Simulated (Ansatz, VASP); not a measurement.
One calculation of SrMg, two programs

```
CELL_PARAMETERS angstrom
3.90000 -0.01950 -0.01950
-0.01950 3.90000 -0.01950
-0.01950 -0.01950 3.90000
ATOMIC_POSITIONS crystal
Sr 0.50000 0.50000 0.50000
Mg 0.00000 0.00000 0.00000
```

Change from the starting cell: equal xy, yz and zx shear strains of -1 %, crystal datasets.

Alike in both runs: task electric field gradients; functional LDA; k mesh 9 × 9 × 9; occupations fermi-dirac, width 0.05 eV; no spin polarisation.

|  | VASP | Ansatz |
| --- | --- | --- |
| version | VASP 6.6.1 | Ansatz 0.2.0 |
| potentials or method | VASP PAW LDA potentials, release 64 (Sr_sv, Mg), cutoff 520 eV | all-electron PAW with datasets made for the crystal, scalar-relativistic |

Ansatz gave:

```
pressure (GPa)                                                : 3.4
traceless stress, the component that is largest in VASP (GPa) : 0.31
size of Vzz on the site where it differs most (V/Å²)          : 1.1
```

**Question.** Which values does VASP return?

**Answer.** Pressure (GPa): 3.3; traceless stress, the component that is largest in VASP (GPa): 0.32; size of Vzz on the site where it differs most (V/Å²): 0.6.

LDA's correlation is that of Perdew and Zunger in VASP and of Perdew and Wang (1992) in Ansatz. Ansatz ran all-electron here, and VASP with PAW potentials.
